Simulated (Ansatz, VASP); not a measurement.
## One calculation of Hg3Se2S, two programs

Contents of INCAR:

```
SYSTEM = Hg3Se2S
PREC = Accurate
ENCUT = 520
EDIFF = 1E-6
ISMEAR = 0
SIGMA = 0.1
LREAL = .False.
LASPH = .True.
NELM = 80
ALGO = Normal
ISIF = 2
LWAVE = .False.
LCHARG = .False.
GGA = PE
IVDW = 12
NBANDS = 66
```

The input KPOINTS:

```
Automatic mesh
0
Gamma
  4 4 2
  0 0 0
```

File POSCAR:

```
Hg3Se2S
1.0
    2.1148758700      3.6630724600      0.0000000000
   -6.3446276000      3.6630724600      0.0000000000
    0.0000000000      0.0000000000      9.6999595200
Hg S Se
6 2 4
Direct
    0.1666500000      0.8333500000      0.3333333300
    0.6666500000      0.3333500000      0.3333333300
    0.1666500000      0.1666500000      0.6666666700
    0.6666500000      0.6666500000      0.6666666700
    0.6667000000      0.0000000000      0.0000000000
    0.1667000000      0.5000000000      0.0000000000
    0.1050000000      0.8950000000      0.8333333300
    0.1050000000      0.1050000000      0.1666666700
    0.6050000000      0.3950000000      0.8333333300
    0.6050000000      0.6050000000      0.1666666700
    0.7900000000      0.0000000000      0.5000000000
    0.2900000000      0.5000000000      0.5000000000
```

Input for Ansatz:

```yaml
crystal:
  lattice:
    - [2.11487587, 3.66307246, 0.0]
    - [-6.3446276, 3.66307246, 0.0]
    - [0.0, 0.0, 9.69995952]
  atoms:
    - { symbol: Hg, position: [0.16665, 0.83335, 0.33333333] }
    - { symbol: Hg, position: [0.66665, 0.33335, 0.33333333] }
    - { symbol: Hg, position: [0.16665, 0.16665, 0.66666667] }
    - { symbol: Hg, position: [0.66665, 0.66665, 0.66666667] }
    - { symbol: Hg, position: [0.6667, 0.0, 0.0] }
    - { symbol: Hg, position: [0.1667, 0.5, 0.0] }
    - { symbol: S, position: [0.105, 0.895, 0.83333333] }
    - { symbol: Se, position: [0.605, 0.395, 0.83333333] }
    - { symbol: S, position: [0.105, 0.105, 0.16666667] }
    - { symbol: Se, position: [0.605, 0.605, 0.16666667] }
    - { symbol: Se, position: [0.79, 0.0, 0.5] }
    - { symbol: Se, position: [0.29, 0.5, 0.5] }
basis:
  ecutwfc: 420
kpoints:
  mp_grid: { grid: [4, 4, 2] }
hamiltonian:
  xc: pbe
  dispersion: d3bj
scf:
  occupations: { method: gaussian, width: 0.1 }
output:
  forces: true
  stress: true
  eigenvalues: true
```

Alike in both runs: task single point; functional PBE; dispersion D3(BJ); k mesh 4 × 4 × 2; occupations gaussian, width 0.1 eV; no spin polarisation.

```csv
,VASP,Ansatz
version,VASP 6.6.1,Ansatz 0.2.0
potentials or method,"VASP PAW PBE potentials, release 64 (Hg, S, Se), cutoff 520 eV","scalar-relativistic, plane waves, PAW"
valence electrons in the cell,108,196
```

|  | VASP | Ansatz | Ansatz less VASP |
| --- | --- | --- | --- |
| gap on the k mesh at the Fermi level (eV) | none | none | - |
| pressure (GPa) | -0.3 | -0.6 | -0.31 |
| rms of the force components (eV/Å) | 0.681 | 0.655 | -0.0259 |

A gap of «none» marks a metal or a gap that the smearing closes. VASP's potentials hold 108 valence electrons a cell and Ansatz's 196, so a difference there can come from the potentials and not from the codes.

The k mesh is coarse, so the values compare programs but aren't converged. Neither program's run includes spin-orbit coupling.
